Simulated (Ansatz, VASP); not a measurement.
Two plane-wave programs on ReAgF6

```
CELL_PARAMETERS angstrom
3.56900 2.06056 2.37105
-3.56900 2.06056 2.37105
0.00000 -4.12112 2.37105
ATOMIC_POSITIONS crystal
F 0.22319 0.92149 0.33166
F 0.33166 0.22319 0.92149
F 0.92149 0.33166 0.22319
F 0.77681 0.07851 0.66834
F 0.66834 0.77681 0.07851
F 0.07851 0.66834 0.77681
Re 0.00000 0.00000 0.00000
Ag 0.50000 0.50000 0.50000
```

Alike in both runs: functional r2SCAN; k mesh 4 × 4 × 4; no spin polarisation.

Ansatz relaxed the structure, and its values are those at the end. VASP's run is a single point on that final structure, the one shown.

|  | VASP | Ansatz |
| --- | --- | --- |
| version | VASP 6.6.1 | Ansatz 0.2.0 |
| potentials or method | VASP PAW PBE potentials, release 64 (F, Re, Ag), cutoff 520 eV | PAW plane waves |
| occupations | fermi-dirac, width 0.1 eV | fermi-dirac |
| valence electrons in the cell | 60 | 76 |

```csv
,VASP,Ansatz,Ansatz less VASP
gap on the k mesh at the Fermi level (eV),none,none,-
pressure (GPa),2.2,0.0,-2.22
rms of the force components (eV/Å),0.237,0.000,-0.2367
```

VASP's potentials were made for PBE, not for r2SCAN. A gap of «none» marks a metal or a gap that the smearing closes. One of these differences is far larger than is usual between the two programs; its cause wasn't traced. VASP's potentials hold 60 valence electrons a cell and Ansatz's 76, so a difference there can come from the potentials and not from the codes. Ansatz's warnings: structure snapped to symmetry.

Spin-orbit coupling is off throughout.
